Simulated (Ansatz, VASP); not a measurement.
## Two plane-wave programs on BP

```xyz
2
Lattice="0.0000 2.2683 2.2683 2.2683 0.0000 2.2683 2.2683 2.2683 0.0000" Properties=species:S:1:pos:R:3 pbc="T T T"
B     0.0000    0.0000    0.0000
P     1.1342    1.1342    1.1342
```

Alike in both runs: task single point; functional HSE06; k mesh 6 × 6 × 6; no spin polarisation.

```csv
,VASP,Ansatz
version,VASP 6.6.1,Ansatz 0.2.0
potentials or method,"VASP PAW PBE potentials, release 64 (B, P)","plane waves, PAW"
plane-wave cutoff (eV),520,420
occupations,"gaussian, width 0.01 eV",fixed
valence electrons in the cell,8,8
```

|  | VASP | Ansatz | Ansatz less VASP |
| --- | --- | --- | --- |
| gap on the k mesh at the Fermi level (eV) | 2.06 | 2.06 | +0.004 |
| pressure (GPa) | -1.9 | -1.3 | +0.56 |

Ansatz's warnings: stress exchange threshold loose, stress scf threshold loose.
